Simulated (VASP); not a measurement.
# SiC (a cell with a defect) in VASP: notebook

Runs on SiC (a cell with a defect). Level: PBEsol. Tasks: single point.

Program: VASP 6.6.1. These are calculated values, not measurements. Logs are shortened: lines on timing, memory, paths and dates and some standing lists are left out, and cuts for length are marked.

### 1 The cell of the first run

The cell holds a defect, 94 atoms: a = 9.234 Å, b = 10.663 Å, c = 10.076 Å, α = 90.00°, β = 90.00°, γ = 90.00°.

### 2 Single point, PBEsol

Contents of INCAR:

```
PREC = Accurate ; ENCUT = 520
EDIFF = 1E-6 ; ISMEAR = -1
SIGMA = 0.05 ; LREAL = Auto
LASPH = T ; NELM = 80
ALGO = Normal ; ISIF = 2
LWAVE = F ; LCHARG = T
GGA = PS ; LELF = T
LVHAR = T ; NBANDS = 241
```

Contents of KPOINTS:

```
Automatic mesh
0
Gamma
  1 1 1
```

Contents of POSCAR:

```
SiC
1.0
    9.2342040000      0.0000000000      0.0000000000
    0.0000000000     10.6627400000      0.0000000000
    0.0000000000      0.0000000000     10.0759470000
Si C
47 47
Direct
    0.9996830000      0.0013890000      0.5002440000
    0.3324430000      0.0007140000      0.4996920000
    0.1650800000      0.2524530000      0.4953760000
    0.9986520000      0.4993710000      0.4985350000
    0.6676680000      0.9994800000      0.5006970000
    0.5000290000      0.2513530000      0.5002470000
    0.1674560000      0.7506820000      0.5011250000
    0.8309220000      0.2501540000      0.5000730000
    0.6624160000      0.5015990000      0.5014120000
    0.4994960000      0.7503440000      0.5011640000
    0.8340620000      0.7491150000      0.5004010000
    0.9973730000      0.1661250000      0.2489910000
    0.3333220000      0.1663480000      0.2488860000
    0.1643730000      0.4146830000      0.2505220000
    0.9999500000      0.6669270000      0.2491290000
    0.6648980000      0.1665200000      0.2502090000
    0.4987870000      0.4160060000      0.2535270000
    0.3322090000      0.6667860000      0.2529100000
    0.1661100000      0.9164910000      0.2501530000
    0.8300260000      0.4163430000      0.2498490000
    0.6655820000      0.6665960000      0.2499700000
    0.4991940000      0.9162680000      0.2503140000
    0.8330330000      0.9164990000      0.2494110000
    0.1668960000      0.0849190000      0.7472630000
    0.9998840000      0.3337340000      0.7491870000
    0.5005340000      0.0832220000      0.7496370000
    0.3347230000      0.3342940000      0.7472780000
    0.1678570000      0.5850460000      0.7484800000
    0.0003000000      0.8344640000      0.7499690000
    0.8330750000      0.0839860000      0.7499400000
    0.6662060000      0.3337980000      0.7494800000
    0.5016350000      0.5850210000      0.7493010000
    0.3335130000      0.8338510000      0.7496290000
    0.8347900000      0.5834760000      0.7486230000
    0.6674350000      0.8336650000      0.7503090000
    0.9995090000      0.0003430000      0.9995260000
    0.3331920000      0.9999600000      0.9997310000
    0.1661980000      0.2501550000      0.9995170000
    0.0002130000      0.4994430000      0.0003700000
    0.6665440000      0.9994990000      0.0002670000
    0.4994610000      0.2493340000      0.9995750000
    0.3319710000      0.4995160000      0.0000860000
    0.1660980000      0.7502580000      0.9999660000
    0.8322560000      0.2498640000      0.9998540000
    0.6664640000      0.4997520000      0.0002930000
    0.4998200000      0.7500770000      0.0005350000
    0.8336210000      0.7497690000      0.0001900000
    0.9995040000      0.9997920000      0.1866750000
    0.3325430000      0.9995950000      0.1870600000
    0.1650260000      0.2492410000      0.1885720000
    0.9990990000      0.4986210000      0.1895890000
    0.6660350000      0.9994680000      0.1873510000
    0.4984840000      0.2498980000      0.1865050000
    0.3301010000      0.4986510000      0.1918490000
    0.1659430000      0.7495690000      0.1870660000
    0.8315360000      0.2498440000      0.1869590000
    0.6646880000      0.5000300000      0.1870420000
    0.4989610000      0.7492500000      0.1876440000
    0.8328990000      0.7493010000      0.1873150000
    0.9999390000      0.0017030000      0.6871770000
    0.3333050000      0.0010760000      0.6868320000
    0.1667060000      0.2543440000      0.6831940000
    0.0031660000      0.4995190000      0.6851550000
    0.6674440000      0.0001780000      0.6877460000
    0.5003060000      0.2496730000      0.6874280000
    0.3351560000      0.5024440000      0.7044880000
    0.1661880000      0.7516950000      0.6879470000
    0.8331380000      0.2508220000      0.6871940000
    0.6681360000      0.5010490000      0.6882260000
    0.5010520000      0.7517340000      0.6882730000
    0.8343620000      0.7503860000      0.6873510000
    0.9984330000      0.1692620000      0.4370580000
    0.3320170000      0.1692880000      0.4370930000
    0.0023840000      0.6654200000      0.4374690000
    0.6666850000      0.1647580000      0.4386990000
    0.5134860000      0.4095930000      0.4348370000
    0.3328430000      0.6850260000      0.4345220000
    0.1648020000      0.9193890000      0.4386990000
    0.8344410000      0.4171680000      0.4376810000
    0.6670400000      0.6683750000      0.4386390000
    0.5004950000      0.9194570000      0.4389010000
    0.8353880000      0.9166860000      0.4380970000
    0.1664250000      0.0842600000      0.9374580000
    0.9995130000      0.3327020000      0.9380040000
    0.5000980000      0.0820910000      0.9380440000
    0.3326910000      0.3315900000      0.9382300000
    0.1650930000      0.5835430000      0.9389810000
    0.9996180000      0.8336000000      0.9381500000
    0.8328470000      0.0831280000      0.9382600000
    0.6659790000      0.3328480000      0.9381150000
    0.5004280000      0.5833800000      0.9402610000
    0.3329940000      0.8329310000      0.9383340000
    0.8347690000      0.5821250000      0.9382880000
    0.6670020000      0.8325290000      0.9386090000
```

Potentials or basis: VASP PAW PBE potentials, release 64 (Si, C).

Launch:

```
> cat potpaw_PBE.64/Si/POTCAR potpaw_PBE.64/C/POTCAR > POTCAR
> mpirun -np 1 vasp_gam > vasp.out
```

OUTCAR:

```text
PREC = Accurate
   ENCUT = 520
   EDIFF = 1E-6
   ISMEAR = -1
   LREAL = Auto
   LASPH = T
   NELM = 80
   ISIF = 2
   GGA = PS

 ion  position               nearest neighbor table
   1  1.000  0.001  0.500-  78 1.86  82 1.87  60 1.88  72 1.90  24 3.06   5 3.07   2 3.07   8 3.08
                            30 3.08  12 3.08  29 3.08   3 3.08  19 3.09   7 3.09  11 3.09  23 3.09
   2  0.332  0.001  0.500-  78 1.88  81 1.88  61 1.89  73 1.90  24 3.06   7 3.07   1 3.07  19 3.08
                            22 3.08  13 3.08  10 3.08  33 3.08  26 3.09   6 3.09   5 3.10   3 3.10
   3  0.165  0.252  0.495-  72 1.87  73 1.87  62 1.89  14 3.01   4 3.05  12 3.07  13 3.07   1 3.08
                             8 3.09   6 3.09   2 3.10  25 3.10  24 3.10  27 3.11
   4  0.999  0.499  0.499-  79 1.86  74 1.87  63 1.88   3 3.05  11 3.07  14 3.07  34 3.07   8 3.08
                            20 3.08  25 3.08  15 3.08   7 3.10  28 3.10   9 3.11
   5  0.668  0.999  0.501-  75 1.87  81 1.87  64 1.88  82 1.89   1 3.07   8 3.07  35 3.07  30 3.07
                            10 3.08  26 3.08  11 3.08  23 3.09  16 3.09  22 3.09   2 3.10   6 3.10
   6  0.500  0.251  0.500-  76 1.82  65 1.89  73 1.89  75 1.90  17 3.04  27 3.05   8 3.06   9 3.06
                            31 3.07  16 3.08  26 3.09   2 3.09   3 3.09  13 3.10   5 3.10
   7  0.167  0.751  0.501-  77 1.81  67 1.88  74 1.89  78 1.91  28 3.05  18 3.06  10 3.07  33 3.07
                             2 3.07  29 3.08  11 3.08  19 3.09   1 3.09   4 3.10  15 3.10
   8  0.831  0.250  0.500-  75 1.87  72 1.88  68 1.89  79 1.89   6 3.06   5 3.07  31 3.07   4 3.08
                             1 3.08  30 3.08  16 3.08  20 3.08   3 3.09  25 3.09  12 3.09   9 3.10
   9  0.662  0.502  0.501-  76 1.82  69 1.88  80 1.89  79 1.94  32 3.04  10 3.05  17 3.06   6 3.06
[... 110 lines left out ...]
  81  0.500  0.919  0.439-   5 1.87   2 1.88  22 1.90  10 1.91
  82  0.835  0.917  0.438-   1 1.87   5 1.89  11 1.89  23 1.90
  83  0.166  0.084  0.937-  38 1.88  36 1.89  37 1.89  24 1.92
[... 9 lines left out ...]
  93  0.835  0.582  0.938-  39 1.87  45 1.89  47 1.89  34 1.91
  94  0.667  0.833  0.939-  47 1.88  46 1.88  40 1.89  35 1.90

  LATTYP: Found a simple orthorhombic cell.
 ALAT       =     9.2342040000
 B/A-ratio  =     1.0911549063
 C/A-ratio  =     1.1547005026

  Lattice vectors:

 A1 = (  -9.2342040000,   0.0000000000,   0.0000000000)
 A2 = (   0.0000000000,   0.0000000000,  10.0759470000)
 A3 = (   0.0000000000,  10.6627400000,   0.0000000000)

Analysis of symmetry for initial positions (statically):
=====================================================================
 Subroutine PRICEL returns:
 Original cell was already a primitive cell.

 Routine SETGRP: Setting up the symmetry group for a
 simple orthorhombic supercell.

 Subroutine GETGRP returns: Found  1 space group operations
 (whereof  1 operations were pure point group operations)
 out of a pool of  8 trial point group operations.

The static configuration has the point symmetry C_1 .

Analysis of symmetry for dynamics (positions and initial velocities):
=====================================================================
 Subroutine PRICEL returns:
 Original cell was already a primitive cell.

 Routine SETGRP: Setting up the symmetry group for a
 simple orthorhombic supercell.

 Subroutine GETGRP returns: Found  1 space group operations
 (whereof  1 operations were pure point group operations)
 out of a pool of  8 trial point group operations.

The dynamic configuration has the point symmetry C_1 .

 Subroutine INISYM returns: Found  1 space group operations
 (whereof  1 operations are pure point group operations),
 and found     1 'primitive' translations

[... 226 lines left out ...]
   ions per type =              47  47
   NGX,Y,Z   is equivalent  to a cutoff of  12.60, 12.47, 13.20 a.u.
   NGXF,Y,Z  is equivalent  to a cutoff of  25.20, 24.95, 26.40 a.u.
 SYSTEM =  unknown system
   PREC   = accura    normal or accurate (medium, high low for compatibility)
   ISTART =      0    job   : 0-new  1-cont  2-samecut
   ICHARG =      2    charge: 1-file 2-atom 10-const
   ISPIN  =      1    spin polarized calculation?
   LNONCOLLINEAR =      F non collinear calculations
   LSORBIT =      F    spin-orbit coupling
   LASPH  =      T    aspherical Exc in radial PAW
   ENCUT  =  520.0 eV  38.22 Ry    6.18 a.u.  17.17 19.83 18.73*2*pi/ulx,y,z
   NELM   =     80;   NELMIN=  2; NELMDL= -5     # of ELM steps
   EDIFF  = 0.1E-05   stopping-criterion for ELM
   LREAL  =      T    real-space projection
   EDIFFG = 0.1E-04   stopping-criterion for IOM
   NSW    =      0    number of steps for IOM
   IBRION =     -1    ionic relax: 0-MD 1-quasi-New 2-CG
   NFREE  =      0    steps in history (QN), initial steepest desc. (CG)
   ISIF   =      2    stress and relaxation
   ISYM   =      2    0-nonsym 1-usesym 2-fastsym
   POTIM  = 0.5000    time-step for ionic-motion
   TEBEG  =    0.0;   TEEND  =   0.0 temperature during run
   PSTRESS=    0.0 pullay stress
   NELECT =     376.0000    total number of electrons
   NUPDOWN=      -1.0000    fix difference up-down
   EMIN   =  10.00;   EMAX   =-10.00  energy-range for DOS
   EFERMI =   0.00;   METHOD = LEGACY
   ISMEAR =    -1;   SIGMA  =   0.05  broadening in eV -4-tet -1-fermi 0-gaus
   EFERMI_NEDOS =   21; number of points for ismear=-14 and -15
   IALGO  =     38    algorithm
   IMIX   =      4    mixing-type and parameters
     AMIX     =   0.40;   BMIX     =  1.00
     AMIX_MAG =   1.60;   BMIX_MAG =  1.00
  volume/ion in A,a.u.               =      10.55        71.22
  Fermi-wavevector in a.u.,A,eV,Ry     =   1.184730  2.238815 19.096936  1.403585
  Thomas-Fermi vector in A             =   2.320938
   LORBIT       =      0    0 simple, 1 ext, 2 COOP (PROOUT), +10 PAW based schemes
   GGA     = PS    functional components
   LHFCALC =     F    Hartree Fock is set to
   AEXX    =    0.0000 exact exchange contribution
   IVDW    =     0    specifies the selected vdW correction
   LEPSILON=     F    determine dielectric tensor
   LRPA    =     F    only Hartree local field effects (RPA)
 non-spin polarized calculation
  energy-cutoff  :      520.00
  volume of cell :      992.10
 maximum number of plane-waves:     13365
 NGX is ok and might be reduce to    70
   NGX = 35   NGY = 39   NGZ = 37

 number of electron     376.0000014 magnetization

 Free energy of the ion-electron system (eV)
  ---------------------------------------------------
  ext. energy  EPLUGINS =         0.00000000
  ---------------------------------------------------
  free energy    TOTEN  =      -736.65152821 eV

  energy without entropy =     -736.52942606  energy(sigma->0) =     -736.59047713

 E-fermi :   8.4882     XC(G=0): -11.3908

 val. band max:        8.4457557988   @ k =   0.0000   0.0000   0.0000
 cond. band min:       8.5306965545   @ k =   0.0000   0.0000   0.0000
 fundamental gap:      0.0849407557
 Fermi energy:         8.4882265540

 k-point     1 :       0.0000    0.0000    0.0000
  band No.  band energies     occupation
      1      -7.5977      2.00000
      2      -6.5656      2.00000
      3      -6.5383      2.00000
      4      -6.4541      2.00000
      5      -6.3553      2.00000
      6      -6.1879      2.00000
[... 192 lines left out ...]
    199      11.1850      0.00000
    200      11.2909      0.00000
 [bands above 200 left out]

------------------------ aborting loop because EDIFF is reached ----------------------------------------

  FORCE on cell =-STRESS in cart. coord.  units (eV):
  Direction    XX          YY          ZZ          XY          YZ          ZX
  --------------------------------------------------------------------------------------
  -------------------------------------------------------------------------------------
  Total       16.1201978     -5.6957651     -6.7246389      1.6178326      2.6702819      2.5378789
  in kB       26.0331541     -9.1983197    -10.8598891      2.6127028      4.3123454      4.0985225
  external PRESSURE =       1.9916484 kB  Pullay stress =       0.0000000 kB

 VOLUME and BASIS-vectors are now :
 -----------------------------------------------------------------------------
  energy-cutoff  :      520.00
  volume of cell :      992.10
      direct lattice vectors                 reciprocal lattice vectors
     9.234204000  0.000000000  0.000000000     0.108293037  0.000000000  0.000000000
     0.000000000 10.662740000  0.000000000     0.000000000  0.093784524  0.000000000
     0.000000000  0.000000000 10.075947000     0.000000000  0.000000000  0.099246254

 POSITION                                       TOTAL-FORCE (eV/Angst)
 -----------------------------------------------------------------------------------
      9.23128      0.01481      5.04043         0.002401     -0.002465      0.004860
      3.06985      0.00761      5.03487        -0.004371     -0.002046      0.013859
      1.52438      2.69184      4.99138        -0.017850     -0.006337      0.041730
      9.22176      5.32466      5.02321         0.023064     -0.008585      0.019699
      6.16538     10.65720      5.04500        -0.022162     -0.041071      0.017337
      4.61737      2.68011      5.04046        -0.047942     -0.064733      0.067619
[... 86 lines left out ...]
      7.70843      6.20705      9.45414        -0.016230      0.006348      0.001004
      6.15923      8.87704      9.45737         0.006656      0.005748     -0.011356
 -----------------------------------------------------------------------------------
    total drift:                               -0.001352     -0.031503      0.046954

  FREE ENERGIE OF THE ION-ELECTRON SYSTEM (eV)
  ---------------------------------------------------
  free  energy   TOTEN  =      -736.6515282124 eV

  energy  without entropy=     -736.5294260572  energy(sigma->0) =     -736.59047713
```

It took 9.3 min on 1 thread of Intel Xeon Platinum 8259CL at 2.50GHz (Skylake/Cascade Lake), shared host; peak memory 0.87 GiB.

What came out:

- Free energy: -736.6515 eV
- Pressure: 0.2 GPa
- Largest force: 0.110 eV/Å

Forces in eV/Å, atoms in the order of the input:
```
Si   0.002 -0.002  0.005
Si  -0.004 -0.002  0.014
Si  -0.018 -0.006  0.042
Si   0.023 -0.009  0.020
Si  -0.022 -0.041  0.017
Si  -0.048 -0.065  0.068
Si  -0.012  0.003  0.023
Si   0.026  0.025  0.014
Si   0.042  0.058  0.035
Si   0.003 -0.002  0.003
Si  -0.007 -0.012  0.012
Si   0.009  0.001 -0.010
Si  -0.010 -0.004 -0.005
Si  -0.018  0.017  0.008
Si   0.002 -0.007 -0.012
Si   0.006  0.000 -0.023
Si   0.003  0.039 -0.069
Si   0.014  0.019  0.020
Si   0.002 -0.006 -0.004
Si   0.015  0.002 -0.011
Si  -0.014  0.004 -0.003
Si  -0.002 -0.014  0.003
Si   0.006 -0.001 -0.006
Si  -0.002 -0.001  0.006
Si   0.008  0.009 -0.008
Si  -0.002  0.001  0.001
Si  -0.010  0.109  0.001
Si   0.082 -0.049 -0.012
Si   0.004 -0.004 -0.001
Si   0.006  0.005  0.004
Si  -0.006  0.007  0.009
Si  -0.080 -0.034  0.012
Si   0.003 -0.017  0.006
Si  -0.002 -0.007  0.004
Si  -0.008 -0.009 -0.003
Si   0.005  0.000 -0.003
Si  -0.002 -0.004  0.001
Si   0.017  0.011 -0.005
Si   0.012  0.014 -0.004
Si  -0.003  0.000  0.002
Si  -0.019  0.008 -0.005
Si   0.016 -0.003 -0.055
Si  -0.001 -0.005  0.008
Si   0.003  0.004 -0.001
Si  -0.015  0.020  0.001
Si   0.006 -0.017  0.016
Si   0.000 -0.004 -0.004
C   -0.001 -0.002  0.000
C    0.006  0.007  0.005
C   -0.009 -0.005  0.012
C   -0.007 -0.001  0.004
C   -0.005  0.003  0.006
C    0.013 -0.006  0.022
C    0.021 -0.004  0.005
C   -0.012  0.010 -0.004
C    0.004  0.000  0.008
C   -0.003 -0.009  0.008
C    0.019  0.006 -0.021
C    0.007  0.006  0.007
C   -0.005 -0.008 -0.007
C   -0.002  0.003 -0.004
C   -0.007  0.001 -0.017
C    0.005 -0.008 -0.010
C    0.002  0.003 -0.009
C    0.000 -0.003 -0.022
C   -0.025 -0.040  0.017
C   -0.008  0.001 -0.013
C    0.001 -0.003 -0.010
C    0.003  0.000 -0.020
C    0.006  0.002 -0.008
C    0.008  0.004 -0.005
C   -0.006 -0.007  0.003
C   -0.010  0.033 -0.006
C    0.007 -0.014  0.006
C   -0.036  0.082 -0.022
C   -0.020  0.074 -0.023
C    0.060 -0.059 -0.053
C    0.002 -0.011  0.011
C   -0.018 -0.050 -0.001
C    0.010 -0.013 -0.008
C    0.032 -0.006 -0.011
C   -0.007  0.003  0.003
C   -0.003 -0.008 -0.002
C    0.001 -0.005  0.001
C    0.002 -0.002 -0.002
C   -0.010 -0.027  0.030
C   -0.019  0.008  0.027
C   -0.005 -0.007 -0.003
C   -0.003  0.003 -0.002
C    0.003  0.001  0.000
C    0.015 -0.001  0.010
C   -0.003  0.004 -0.006
C   -0.016  0.006  0.001
C    0.007  0.006 -0.011
```

Caveat: the k points lie up to 0.68 Å⁻¹ apart; the PAW data sets were made with another functional, which shifts forces and pressure a little.

[end of part 1 of 2]
